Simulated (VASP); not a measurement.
Input of a VASP 6.6.1 run:

Contents of INCAR:

```
PREC = Accurate
ENCUT = 520
EDIFF = 1E-6
ISMEAR = -1
SIGMA = 0.05
LREAL = F
LASPH = T
NELM = 150
ALGO = Normal
ISIF = 2
LWAVE = F
LCHARG = F
ISPIN = 2
MAGMOM = 7
LORBIT = 11
LMAXMIX = 6
GGA = B5
ALDAX = 1.0
AGGAX = 1.0
AGGAC = 1.0
ALDAC = 0.0
NBANDS = 18
```

Contents of KPOINTS:

```
Automatic mesh
0
Gamma
  10 10 10
```

File POSCAR:

```
Eu
1.0
   -2.2287966063      2.2287966063      2.2287966063
    2.2287966063     -2.2287966063      2.2287966063
    2.2287966063      2.2287966063     -2.2287966063
Eu
1
Direct
    0.0000000000      0.0000000000      0.0000000000
```

Potentials or basis: VASP PAW PBE potentials, release 64 (Eu).

Launch:

```console
$ cat potpaw_PBE.64/Eu/POTCAR > POTCAR
$ mpirun -np 1 vasp_std > vasp.out
```

(1) Estimate the pressure.

(2) Estimate the site moments.

Results:

(1) -0.2 GPa.

(2) Eu +6.68 μB.

Caveat: the PAW data sets were made with another functional, which shifts forces and pressure a little.
